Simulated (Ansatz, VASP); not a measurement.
# HfO2 in VASP and in Ansatz

Contents of INCAR:

```
PREC = Accurate
ENCUT = 520
EDIFF = 1E-7
ISMEAR = 0
SIGMA = 0.05
LREAL = False
LASPH = True
NELM = 80
ALGO = Normal
ISIF = 2
LWAVE = False
LCHARG = True
GGA = PS
LELF = True
LVHAR = True
NBANDS = 18
```

File KPOINTS:

```
regular mesh
0
Gamma
  8 8 8
```

The input POSCAR:

```
HfO2
1.0
    0.0000000000      2.5514494808      2.4633032253
    2.5514494808      0.0000000000      2.4633032253
    2.5514494808      2.5514494808      0.0000000000
Hf O
1 2
Direct
   -0.0044070585      0.0044070585      0.0044070585
    0.2745830068      0.2254169932      0.2254169932
    0.7745830068      0.7254169932      0.7254169932
```

Input for Ansatz:

```yaml
crystal:
  lattice:
    - [0.0, 2.5514494808, 2.4633032253]
    - [2.5514494808, 0.0, 2.4633032253]
    - [2.5514494808, 2.5514494808, 0.0]
  atoms:
    - { symbol: Hf, position: [-0.0044070585, 0.0044070585, 0.0044070585] }
    - { symbol: O, position: [0.2745830068, 0.2254169932, 0.2254169932] }
    - { symbol: O, position: [0.7745830068, 0.7254169932, 0.7254169932] }
basis:
  ecutwfc: 520.0
kpoints:
  mp_grid: { grid: [8, 8, 8] }
hamiltonian:
  xc: pbesol
  pseudopotentials: { kind: paw, azcp: { folder: soft_1 } }
scf:
  occupations: { method: gaussian, width: 0.05 }
output:
  forces: true
  stress: true
  eigenvalues: true
```

Change from the starting cell: mode 4 frozen in at -0.124 Å, strain +e along z and -e/2 along x and y -0.0233.

Alike in both runs: task single point; functional PBEsol; k mesh 8 × 8 × 8; occupations gaussian, width 0.05 eV; no spin polarisation.

|  | VASP | Ansatz |
| --- | --- | --- |
| version | VASP 6.6.1 | Ansatz 0.2.0 |
| potentials or method | VASP PAW PBE potentials, release 64 (Hf_pv, O), cutoff 520 eV | scalar-relativistic, plane waves, PAW |
| valence electrons in the cell | 22 | 38 |

VASP gave:

| Item | Value |
| --- | --- |
| gap on the k mesh at the Fermi level (eV) | 3.45 |
| least direct gap on the mesh (eV) | 3.46 |
| pressure (GPa) | -1.0 |
| traceless stress, the component that is largest in VASP (GPa) | 10.93 |
| rms of the force components (eV/Å) | 0.375 |

Q: Estimate Ansatz's values.

A: gap on the k mesh at the Fermi level (eV): 3.45; least direct gap on the mesh (eV): 3.46; pressure (GPa): 2.7; traceless stress, the component that is largest in VASP (GPa): 10.76; rms of the force components (eV/Å): 0.388.

VASP's potentials were made for PBE, not for PBEsol, and Ansatz warns of the same on its side. Atom by atom the forces differ by 0.013 eV/Å (rms over components). VASP's potentials hold 22 valence electrons a cell and Ansatz's 38, so a difference there can come from the potentials and not from the codes.

Neither program's run includes spin-orbit coupling.
